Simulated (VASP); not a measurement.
Input of a VASP 6.6.1 run:

File INCAR:

```
SYSTEM = BaTiO3
ALGO = Normal ; EDIFF = 1E-8
ENCUT = 520 ; GGA = PS
ISIF = 2 ; ISMEAR = -1
LASPH = .True. ; LCHARG = .False.
LEFG = .True. ; LREAL = .False.
LWAVE = .False. ; NBANDS = 28
NELM = 100 ; PREC = Accurate
SIGMA = 0.05
```

The input KPOINTS:

```
k-points
0
Gamma
  8 8 8
  0 0 0
```

File POSCAR:

```
BaTiO3
1.0
    3.9841000000      0.0000000000      0.0000000000
    0.0000000000      2.8370500000      2.7888840000
    0.0000000000     -2.8370500000      2.7888840000
Ba Ti O
1 1 3
Direct
    0.0000000000      0.0000000000      0.0000000000
    0.5000000000      0.5079000000      0.5079000000
    0.0000000000      0.4921000000      0.4921000000
    0.5000000000      0.5025100000      0.9937100000
    0.5000000000      0.9937100000      0.5025100000
```

Potentials or basis: VASP PAW PBE potentials, release 64 (Ba_sv, Ti_sv, O).

Run with:

```bash
$ cat potpaw_PBE.64/Ba_sv/POTCAR potpaw_PBE.64/Ti_sv/POTCAR potpaw_PBE.64/O/POTCAR > POTCAR
$ mpirun -np 1 vasp_std > vasp.out
```

**Question.** Estimate the largest force.

**Answer.** 0.143 eV/Å.

**Question.** Estimate the pressure.

**Answer.** 1.0 GPa.

**Question.** What does it give for the band gap on the k mesh?

**Answer.** 1.81 eV (least direct gap 1.94 eV).

Stress tensor (GPa, compression positive):
```
 0.34  0.00  0.00
 0.00 -0.87  0.00
 0.00  0.00  3.51
```

Caveat: the cell differs from its parent crystal (zz strain of -2 %); without QUAD_EFG the Cq values of the log hold for a quadrupole moment of 1 mb, not for the nuclei; the PAW data sets were made with another functional, which shifts forces and pressure a little; spin-orbit coupling is left out, which moves the levels of the heavy elements. A k mesh can miss the band edges.
